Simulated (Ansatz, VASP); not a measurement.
**One calculation of V, two programs**

File INCAR:

```
SYSTEM = V
PREC = Accurate
ENCUT = 600
EDIFF = 1E-6
ISMEAR = 0
SIGMA = 0.1
LREAL = .FALSE.
LASPH = .TRUE.
NELM = 60
ALGO = Normal
ISIF = 3
LWAVE = .FALSE.
LCHARG = .FALSE.
GGA = PE
IBRION = 2
NSW = 80
EDIFFG = -0.01
```

Contents of KPOINTS:

```
regular mesh
0
G
  20 20 20
  0 0 0
```

Contents of POSCAR:

```
V
1.0
   -1.5017360662      1.5017360662      1.5017360662
    1.5017360662     -1.5017360662      1.5017360662
    1.5017360662      1.5017360662     -1.5017360662
V
1
Direct
    0.0000000000      0.0000000000      0.0000000000
```

Input for Ansatz:

```yaml
crystal:
  lattice:
    - [-1.5017360662, 1.5017360662, 1.5017360662]
    - [1.5017360662, -1.5017360662, 1.5017360662]
    - [1.5017360662, 1.5017360662, -1.5017360662]
  atoms:
    - { symbol: V, position: [0.0, 0.0, 0.0] }
basis:
  ecutwfc: 420
kpoints:
  mp_grid: { grid: [20, 20, 20] }
hamiltonian:
  xc: pbe
scf:
  occupations: { method: gaussian, width: 0.1 }
output:
  forces: true
  stress: true
  eigenvalues: true
  write_density: true
  write_potential: true
  elf: true
  volumetric_format: npy
relax:
  adjacent_minimum: "off"
  f_tol: 0.01
  max_steps: 60
  cell: { stress_tol: 0.1 }
```

Alike in both runs: task relaxation of cell and atoms; functional PBE; k mesh 20 × 20 × 20; occupations gaussian, width 0.1 eV; no spin polarisation.

```csv
,VASP,Ansatz
version,VASP 6.6.1,Ansatz 0.2.0
potentials or method,"VASP PAW PBE potentials, release 64 (V_sv), cutoff 600 eV","scalar-relativistic, plane waves, PAW"
valence electrons in the cell,13,13
```

```csv
,VASP,Ansatz,Ansatz less VASP
"gap on the k mesh at the Fermi level, each at its own relaxed structure (eV)",none,none,-
relaxed volume (Å³/atom),13.47,13.46,-0.011
relaxed length of the cell vector where the two differ most in proportion (Å),2.596,2.595,-0.0007
```

A gap of «none» marks a metal or a gap that the smearing closes.
